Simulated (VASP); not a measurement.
A run of VASP 6.6.1:

The input POSCAR:

```
CdF2
1.0
    0.0000000000      2.6131800000      2.6535900000
    2.6131800000      0.0000000000      2.6535900000
    2.6131800000      2.6131800000      0.0000000000
Cd F
1 2
Direct
    0.0000000000      0.0000000000      0.0000000000
    0.2500000000      0.2500000000      0.2500000000
    0.7500000000      0.7500000000      0.7500000000
```

The input INCAR.step1:

```
SYSTEM = CdF2
PREC = Accurate
ENCUT = 520
ISMEAR = 0
SIGMA = 0.05
LREAL = .FALSE.
LASPH = .TRUE.
NELM = 60
NBANDS = 20
GGA = PE
ALGO = Normal
EDIFF = 1E-4
LWAVE = .TRUE.
LCHARG = .FALSE.
```

Contents of INCAR.step2:

```
SYSTEM = CdF2
PREC = Accurate
ENCUT = 520
EDIFF = 1E-7
ISMEAR = 0
SIGMA = 0.05
LREAL = .FALSE.
LASPH = .TRUE.
NELM = 60
ALGO = Normal
ISIF = 2
LWAVE = .FALSE.
LCHARG = .FALSE.
METAGGA = R2SCAN
LMIXTAU = .TRUE.
NBANDS = 20
ISTART = 1
```

Contents of KPOINTS:

```
Automatic mesh
0
G
  8 8 8
  0 0 0
```

Potentials or basis: VASP PAW PBE potentials, release 64 (Cd, F).

The run is started by

```console
$ cat potpaw_PBE.64/Cd/POTCAR potpaw_PBE.64/F/POTCAR > POTCAR
$ cp INCAR.step1 INCAR
$ mpirun -np 1 vasp_std > vasp.out
$ cp INCAR.step2 INCAR
$ mpirun -np 1 vasp_std > vasp.out
```

Hardware: 1 thread of Intel(R) Xeon(R) 6975P-C (Granite Rapids), with other jobs on the host.

**Question.** How long does it take, and how much memory?

**Answer.** Wall time 79 s on 1 thread of Intel(R) Xeon(R) 6975P-C (Granite Rapids), on a shared host, peak memory 0.19 GiB. Counts: k points 59.
